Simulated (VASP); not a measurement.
# HfN (Fm-3m) in VASP: notebook

The runs below take HfN through single point, relaxation of cell and atoms, with r2SCAN.

Program: VASP 6.6.1. These are calculated values, not measurements. Logs are shortened: lines on timing, memory, paths and dates and some standing lists are left out, and cuts for length are marked.

### 1 The cell of the first run

It takes space group Fm-3m (No. 225, cubic). The conventional cell has a = 4.525 Å, b = 4.525 Å, c = 4.525 Å, α = 90.00°, β = 90.00°, γ = 90.00°. Hf (site symmetry m-3m) has 6 N at 2.26 Å within 3.0 Å. Within 3.0 Å of N (site symmetry m-3m) lie 6 Hf at 2.26 Å.

### 2 Single point, r2SCAN

POSCAR reads:

```
HfN
1.0
    0.0000000000      2.2626917826      2.2626917826
    2.2626917826      0.0000000000      2.2626917826
    2.2626917826      2.2626917826      0.0000000000
Hf N
1 1
Direct
    0.0000000000      0.0000000000      0.0000000000
    0.5000000000      0.5000000000      0.5000000000
```

INCAR.step1 reads:

```
SYSTEM = HfN
PREC = Accurate ; ENCUT = 520
ISMEAR = -1 ; SIGMA = 0.05
LREAL = .False. ; LASPH = .True.
NELM = 60 ; NBANDS = 14
GGA = PE ; ALGO = Normal
EDIFF = 1E-4 ; LWAVE = .True.
LCHARG = .False.
```

INCAR.step2 reads:

```
SYSTEM = HfN
PREC = Accurate ; ENCUT = 520
EDIFF = 1E-6 ; ISMEAR = -1
SIGMA = 0.05 ; LREAL = .False.
LASPH = .True. ; NELM = 60
ALGO = Normal ; ISIF = 2
LWAVE = .False. ; LCHARG = .False.
METAGGA = R2SCAN ; LMIXTAU = .True.
NBANDS = 14 ; ISTART = 1
```

KPOINTS reads:

```
Automatic mesh
0
Gamma
  9 9 9
  0 0 0
```

Potentials or basis: VASP PAW PBE potentials, release 64 (Hf_pv, N).

Started as:

```console
cat potpaw_PBE.64/Hf_pv/POTCAR potpaw_PBE.64/N/POTCAR > POTCAR
cp INCAR.step1 INCAR
mpirun -np 1 vasp_std > vasp.out
cp INCAR.step2 INCAR
mpirun -np 1 vasp_std > vasp.out
```

OUTCAR:

```text
SYSTEM = HfN
   PREC = Accurate
   ENCUT = 520
   EDIFF = 1E-6
   ISMEAR = -1
   LREAL = .False.
   LASPH = .True.
   NELM = 60
   ISIF = 2
   METAGGA = R2SCAN
   ISTART = 1

 ion  position               nearest neighbor table
   1  0.000  0.000  0.000-   2 2.26   2 2.26   2 2.26   2 2.26   2 2.26   2 2.26
   2  0.500  0.500  0.500-   1 2.26   1 2.26   1 2.26   1 2.26   1 2.26   1 2.26

  LATTYP: Found a face centered cubic cell.
 ALAT       =     4.5253835652

  Lattice vectors:

 A1 = (   0.0000000000,   2.2626917826,   2.2626917826)
 A2 = (   2.2626917826,   0.0000000000,   2.2626917826)
 A3 = (   2.2626917826,   2.2626917826,   0.0000000000)

Analysis of symmetry for initial positions (statically):
=====================================================================
 Subroutine PRICEL returns:
 Original cell was already a primitive cell.

 Routine SETGRP: Setting up the symmetry group for a
 face centered cubic supercell.

 Subroutine GETGRP returns: Found 48 space group operations
 (whereof 48 operations were pure point group operations)
 out of a pool of 48 trial point group operations.

The static configuration has the point symmetry O_h .

Analysis of symmetry for dynamics (positions and initial velocities):
=====================================================================
 Subroutine PRICEL returns:
 Original cell was already a primitive cell.

 Routine SETGRP: Setting up the symmetry group for a
 face centered cubic supercell.

 Subroutine GETGRP returns: Found 48 space group operations
 (whereof 48 operations were pure point group operations)
 out of a pool of 48 trial point group operations.

The dynamic configuration has the point symmetry O_h .

 Subroutine INISYM returns: Found 48 space group operations
 (whereof 48 operations are pure point group operations),
 and found     1 'primitive' translations

----------------------------------------------------------------------------------------

                                     Primitive cell

  volume of cell :      23.1689

  direct lattice vectors                    reciprocal lattice vectors
     0.000000000  2.262691783  2.262691783    -0.220975744  0.220975744  0.220975744
     2.262691783  0.000000000  2.262691783     0.220975744 -0.220975744  0.220975744
     2.262691783  2.262691783  0.000000000     0.220975744  0.220975744 -0.220975744

  length of vectors
     3.199929406  3.199929406  3.199929406     0.382741216  0.382741216  0.382741216

  position of ions in fractional coordinates (direct lattice)
     0.000000000  0.000000000  0.000000000
     0.500000000  0.500000000  0.500000000

  ion indices of the primitive-cell ions
   primitive index   ion index
                 1           1
                 2           2

----------------------------------------------------------------------------------------

 KPOINTS: Automatic mesh

Automatic generation of k-mesh.
 Grid dimensions read from file:
 generate k-points for:    9    9    9

 Generating k-lattice:

  Cartesian coordinates                     Fractional coordinates (reciprocal lattice)
    -0.024552860  0.024552860  0.024552860     0.111111111  0.000000000  0.000000000
     0.024552860 -0.024552860  0.024552860     0.000000000  0.111111111  0.000000000
     0.024552860  0.024552860 -0.024552860     0.000000000  0.000000000  0.111111111

  Length of vectors
     0.042526802  0.042526802  0.042526802

  Shift w.r.t. Gamma in fractional coordinates (k-lattice)
     0.000000000  0.000000000  0.000000000

 Subroutine IBZKPT returns following result:
 ===========================================

 Found     35 irreducible k-points:

 Following reciprocal coordinates:
            Coordinates               Weight
  0.000000  0.000000  0.000000      1.000000
  0.111111  0.000000  0.000000      8.000000
  0.222222  0.000000  0.000000      8.000000
  0.333333  0.000000  0.000000      8.000000
  0.444444  0.000000  0.000000      8.000000
  0.111111  0.111111  0.000000      6.000000
[... 16 lines left out ...]
 -0.333333  0.333333  0.000000     12.000000
  0.444444  0.444444  0.000000      6.000000
 [... further k-points ...]
   k-points           NKPTS =     35   k-points in BZ     NKDIM =     35   number of bands    NBANDS=     14
   number of dos      NEDOS =    301   number of ions     NIONS =      2
   total plane-waves  NPLWV =  13824
   dimension x,y,z NGX =    24 NGY =   24 NGZ =   24
   dimension x,y,z NGXF=    48 NGYF=   48 NGZF=   48
   ions per type =               1   1
   NGX,Y,Z   is equivalent  to a cutoff of  12.47, 12.47, 12.47 a.u.
   NGXF,Y,Z  is equivalent  to a cutoff of  24.94, 24.94, 24.94 a.u.
 SYSTEM =  HfN
   PREC   = accura    normal or accurate (medium, high low for compatibility)
   ISTART =      1    job   : 0-new  1-cont  2-samecut
   ICHARG =      0    charge: 1-file 2-atom 10-const
   ISPIN  =      1    spin polarized calculation?
   LNONCOLLINEAR =      F non collinear calculations
   LSORBIT =      F    spin-orbit coupling
   LASPH  =      T    aspherical Exc in radial PAW
   ENCUT  =  520.0 eV  38.22 Ry    6.18 a.u.   5.95  5.95  5.95*2*pi/ulx,y,z
   NELM   =     60;   NELMIN=  2; NELMDL=  0     # of ELM steps
   EDIFF  = 0.1E-05   stopping-criterion for ELM
   LREAL  =      F    real-space projection
   EDIFFG = 0.1E-04   stopping-criterion for IOM
   NSW    =      0    number of steps for IOM
   IBRION =     -1    ionic relax: 0-MD 1-quasi-New 2-CG
   NFREE  =      0    steps in history (QN), initial steepest desc. (CG)
   ISIF   =      2    stress and relaxation
   ISYM   =      2    0-nonsym 1-usesym 2-fastsym
   POTIM  = 0.5000    time-step for ionic-motion
   TEBEG  =    0.0;   TEEND  =   0.0 temperature during run
   PSTRESS=    0.0 pullay stress
   NELECT =      15.0000    total number of electrons
   NUPDOWN=      -1.0000    fix difference up-down
   EMIN   =  10.00;   EMAX   =-10.00  energy-range for DOS
   EFERMI =   0.00;   METHOD = LEGACY
   ISMEAR =    -1;   SIGMA  =   0.05  broadening in eV -4-tet -1-fermi 0-gaus
   EFERMI_NEDOS =   21; number of points for ismear=-14 and -15
   IALGO  =     38    algorithm
   IMIX   =      4    mixing-type and parameters
     AMIX     =   0.40;   BMIX     =  1.00
     AMIX_MAG =   1.60;   BMIX_MAG =  1.00
  volume/ion in A,a.u.               =      11.58        78.18
  Fermi-wavevector in a.u.,A,eV,Ry     =   1.416239  2.676303 27.289649  2.005733
  Thomas-Fermi vector in A             =   2.537594
   LORBIT       =      0    0 simple, 1 ext, 2 COOP (PROOUT), +10 PAW based schemes
   METAGGA = R2SCAN    functional components
   LHFCALC =     F    Hartree Fock is set to
   AEXX    =    0.0000 exact exchange contribution
   IVDW    =     0    specifies the selected vdW correction
   LEPSILON=     F    determine dielectric tensor
   LRPA    =     F    only Hartree local field effects (RPA)
 non-spin polarized calculation
  energy-cutoff  :      520.00
  volume of cell :       23.17
 maximum number of plane-waves:       637
   NGX = 11   NGY = 11   NGZ = 11

 number of electron      15.0000000 magnetization

 Free energy of the ion-electron system (eV)
  ---------------------------------------------------
  ext. energy  EPLUGINS =         0.00000000
  ---------------------------------------------------
  free energy    TOTEN  =       -58.24492735 eV

  energy without entropy =      -58.23784338  energy(sigma->0) =      -58.24138536

 E-fermi :   8.4705     XC(G=0): -13.5357

 val. band max:        8.4503920300   @ k =   0.4444   0.2222   0.1111
 cond. band min:       8.5497514386   @ k =   0.1111   0.0000   0.0000
 fundamental gap:      0.0993594087
 Fermi energy:         8.4704916273

 k-point     1 :       0.0000    0.0000    0.0000
  band No.  band energies     occupation
      1     -24.0739      2.00000
      2     -24.0739      2.00000
      3     -24.0739      2.00000
      4     -10.1836      2.00000
      5       5.0676      2.00000
      6       5.0676      2.00000
      7       5.0676      2.00000
      8       8.1523      1.99656
      9       8.1523      1.99656
     10       8.1523      1.99656
     11      10.4840      0.00000
     12      10.4840      0.00000
     13      10.4962      0.00000
     14      18.5093      0.00000

 k-point     2 :       0.1111    0.0000    0.0000
  band No.  band energies     occupation
      1     -24.1953      2.00000
      2     -24.0835      2.00000
      3     -24.0835      2.00000
      4      -9.9077      2.00000
      5       3.9887      2.00000
      6       4.4276      2.00000
      7       4.4276      2.00000
      8       8.4072      1.56009
      9       8.5498      0.34012
     10       8.5498      0.34012
     11      11.3486      0.00000
     12      11.3831      0.00000
     13      11.3831      0.00000
     14      19.4497      0.00000

 k-point     3 :       0.2222    0.0000    0.0000
  band No.  band energies     occupation
      1     -24.4892      2.00000
      2     -24.1077      2.00000
      3     -24.1077      2.00000
      4      -9.1860      2.00000
      5       2.0898      2.00000
      6       3.3118      2.00000
      7       3.3118      2.00000
      8       8.8932      0.00043
      9       9.5407      0.00000
     10       9.5407      0.00000
     11      13.0242      0.00000
     12      13.3585      0.00000
     13      13.3585      0.00000
     14      19.4310      0.00000
[... 324 lines left out ...]
 k-point    23 :      -0.3333    0.3333    0.0000
  band No.  band energies     occupation
      1     -24.6941      2.00000
      2     -24.6248      2.00000
      3     -24.2493      2.00000
      4      -8.2924      2.00000
      5       0.9466      2.00000
      6       2.4765      2.00000
      7       2.5900      2.00000
      8       9.0454      0.00002
      9      11.6889      0.00000
     10      12.2719      0.00000
     11      14.1518      0.00000
     12      16.4948      0.00000
     13      19.0459      0.00000
     14      19.4346      0.00000

 k-point    24 :       0.4444    0.4444    0.0000
  band No.  band energies     occupation
      1     -24.8280      2.00000
      2     -24.3647      2.00000
      3     -24.3647      2.00000
      4      -9.0922      2.00000
      5       2.3381      2.00000
      6       4.3328      2.00000
      7       4.3328      2.00000
      8       4.6868      2.00000
      9      12.5149      0.00000
     10      13.9299      0.00000
     11      13.9299      0.00000
     12      14.0365      0.00000
     13      17.1854      0.00000
     14      18.4321      0.00000

 [... further k-points ...]

------------------------ aborting loop because EDIFF is reached ----------------------------------------

  FORCE on cell =-STRESS in cart. coord.  units (eV):
  Direction    XX          YY          ZZ          XY          YZ          ZX
  --------------------------------------------------------------------------------------
  -------------------------------------------------------------------------------------
  Total       -0.3858449     -0.3858449     -0.3858449      0.0000000      0.0000000      0.0000000
  in kB      -26.6819263    -26.6819263    -26.6819263      0.0000000      0.0000000      0.0000000
  external PRESSURE =     -26.6819263 kB  Pullay stress =       0.0000000 kB

 VOLUME and BASIS-vectors are now :
 -----------------------------------------------------------------------------
  energy-cutoff  :      520.00
  volume of cell :       23.17
      direct lattice vectors                 reciprocal lattice vectors
     0.000000000  2.262691783  2.262691783    -0.220975744  0.220975744  0.220975744
     2.262691783  0.000000000  2.262691783     0.220975744 -0.220975744  0.220975744
     2.262691783  2.262691783  0.000000000     0.220975744  0.220975744 -0.220975744

 POSITION                                       TOTAL-FORCE (eV/Angst)
 -----------------------------------------------------------------------------------
      0.00000      0.00000      0.00000        -0.000000     -0.000000      0.000000
      2.26269      2.26269      2.26269         0.000000      0.000000     -0.000000
 -----------------------------------------------------------------------------------
    total drift:                                0.000000     -0.000000     -0.000000

  FREE ENERGIE OF THE ION-ELECTRON SYSTEM (eV)
  ---------------------------------------------------
  free  energy   TOTEN  =       -58.2449273509 eV

  energy  without entropy=      -58.2378433755  energy(sigma->0) =      -58.24138536
```

Wall time 84 s (1 thread of AMD EPYC 7R13 (Zen 3), shared host); peak memory 0.12 GiB.

What came out:

```yaml
Free_energy: -58.2449 eV
Pressure: -2.7 GPa
```

Levels at points of the mesh, in eV from the Fermi level:
| k point | band 6 | band 7 | band 8 | band 9 | band 10 | band 11 |
| --- | --- | --- | --- | --- | --- | --- |
| (0.00, 0.00, 0.00) | -3.40 | -3.40 | -0.32 | -0.32 | -0.32 | 2.01 |

Caveat: the PAW data sets were made with another functional, which shifts forces and pressure a little; spin-orbit coupling is left out, which moves the levels of the heavy elements.

### 3 Relaxation of cell and atoms, r2SCAN

This run uses another cell than the first one, of 11.48 Å³/atom, 0.991 times its volume.

POSCAR reads:

```
HfN
1.0
    0.0000000000      2.2560000000      2.2560000000
    2.2560000000      0.0000000000      2.2560000000
    2.2560000000      2.2560000000      0.0000000000
Hf N
1 1
Direct
    0.0000000000      0.0000000000      0.0000000000
    0.5000000000      0.5000000000      0.5000000000
```

INCAR.step1 reads:

```
PREC = Accurate
ENCUT = 600
ISMEAR = -1
SIGMA = 0.05
LREAL = False
LASPH = True
NELM = 100
GGA = PE
ALGO = Normal
EDIFF = 1E-4
LWAVE = True
LCHARG = False
```

INCAR.step2 reads:

```
PREC = Accurate
ENCUT = 600
EDIFF = 1E-7
ISMEAR = -1
SIGMA = 0.05
LREAL = False
LASPH = True
NELM = 100
ALGO = Normal
ISIF = 3
LWAVE = False
LCHARG = False
METAGGA = R2SCAN
LMIXTAU = True
IBRION = 2
NSW = 80
EDIFFG = -0.02
ISTART = 1
```

KPOINTS reads:

```
regular mesh
0
Gamma
  9 9 9
```

Potentials or basis: VASP PAW PBE potentials, release 64 (Hf_pv, N).

Started as:

```console
cat potpaw_PBE.64/Hf_pv/POTCAR potpaw_PBE.64/N/POTCAR > POTCAR
cp INCAR.step1 INCAR
mpirun -np 1 vasp_std > vasp.out
cp INCAR.step2 INCAR
mpirun -np 1 vasp_std > vasp.out
```

OUTCAR:

```text
PREC = Accurate
   ENCUT = 600
   EDIFF = 1E-7
   ISMEAR = -1
   LREAL = False
   LASPH = True
   NELM = 100
   ISIF = 3
   METAGGA = R2SCAN
   IBRION = 2
   NSW = 80
   EDIFFG = -0.02
   ISTART = 1

 ion  position               nearest neighbor table
   1  0.000  0.000  0.000-   2 2.26   2 2.26   2 2.26   2 2.26   2 2.26   2 2.26
   2  0.500  0.500  0.500-   1 2.26   1 2.26   1 2.26   1 2.26   1 2.26   1 2.26

  LATTYP: Found a face centered cubic cell.
 ALAT       =     4.5120000000

  Lattice vectors:

 A1 = (   0.0000000000,   2.2560000000,   2.2560000000)
[... 516 lines left out ...]
      8       4.7259      2.00000
      9      12.6411      0.00000
     10      14.0778      0.00000
     11      14.2154      0.00000

 [... further k-points ...]
[... 5 lines left out ...]
  --------------------------------------------------------------------------------------
  -------------------------------------------------------------------------------------
  Total       -0.0146033     -0.0146033     -0.0146033      0.0000000      0.0000000     -0.0000000
  in kB       -1.0188627     -1.0188627     -1.0188627      0.0000000      0.0000000     -0.0000000
  external PRESSURE =      -1.0188627 kB  Pullay stress =       0.0000000 kB

 VOLUME and BASIS-vectors are now :
 -----------------------------------------------------------------------------
  energy-cutoff  :      600.00
  volume of cell :       22.96
      direct lattice vectors                 reciprocal lattice vectors
     0.000000000  2.256000000  2.256000000    -0.221631206  0.221631206  0.221631206
     2.256000000  0.000000000  2.256000000     0.221631206 -0.221631206  0.221631206
     2.256000000  2.256000000  0.000000000     0.221631206  0.221631206 -0.221631206

 POSITION                                       TOTAL-FORCE (eV/Angst)
 -----------------------------------------------------------------------------------
      0.00000      0.00000      0.00000        -0.000000      0.000000     -0.000000
      2.25600      2.25600      2.25600         0.000000     -0.000000      0.000000
 -----------------------------------------------------------------------------------
    total drift:                                0.000000      0.000000      0.000000

  FREE ENERGIE OF THE ION-ELECTRON SYSTEM (eV)
  ---------------------------------------------------
  free  energy   TOTEN  =       -58.2468261035 eV

  energy  without entropy=      -58.2397573926  energy(sigma->0) =      -58.24329175

 reached required accuracy - stopping structural energy minimisation
```

OUTCAR.step1:

```text
PREC = Accurate
   ENCUT = 600
   ISMEAR = -1
   LREAL = False
   LASPH = True
[... 557 lines left out ...]
      0.00000      0.00000      0.00000         0.000000      0.000000      0.000000
      2.25600      2.25600      2.25600        -0.000000     -0.000000     -0.000000
 -----------------------------------------------------------------------------------
    total drift:                                0.000000      0.000000      0.000000

  FREE ENERGIE OF THE ION-ELECTRON SYSTEM (eV)
  ---------------------------------------------------
  free  energy   TOTEN  =       -21.7651408035 eV

  energy  without entropy=      -21.7579462777  energy(sigma->0) =      -21.76154354
```

It took 1.8 min on 1 thread of AMD EPYC 7R13 (Zen 3), shared host; peak memory 0.14 GiB.

What came out:

```
Free energy             : -58.2468 eV
Pressure after relaxing : -0.1 GPa
```

Final structure:
```cif
data_structure
_symmetry_space_group_name_H-M 'P 1'
_symmetry_Int_Tables_number 1
_cell_length_a 3.1905
_cell_length_b 3.1905
_cell_length_c 3.1905
_cell_angle_alpha 60.000
_cell_angle_beta 60.000
_cell_angle_gamma 60.000
_cell_volume 22.96
loop_
_atom_site_label
_atom_site_type_symbol
_atom_site_fract_x
_atom_site_fract_y
_atom_site_fract_z
_atom_site_occupancy
Hf1 Hf 0.00000 0.00000 0.00000 1
N1 N 0.50000 0.50000 0.50000 1
```

Caveat: the relaxation stopped at its first step, so nothing moved; the PAW data sets were made with another functional, which shifts forces and pressure a little; spin-orbit coupling is left out, which moves the levels of the heavy elements.
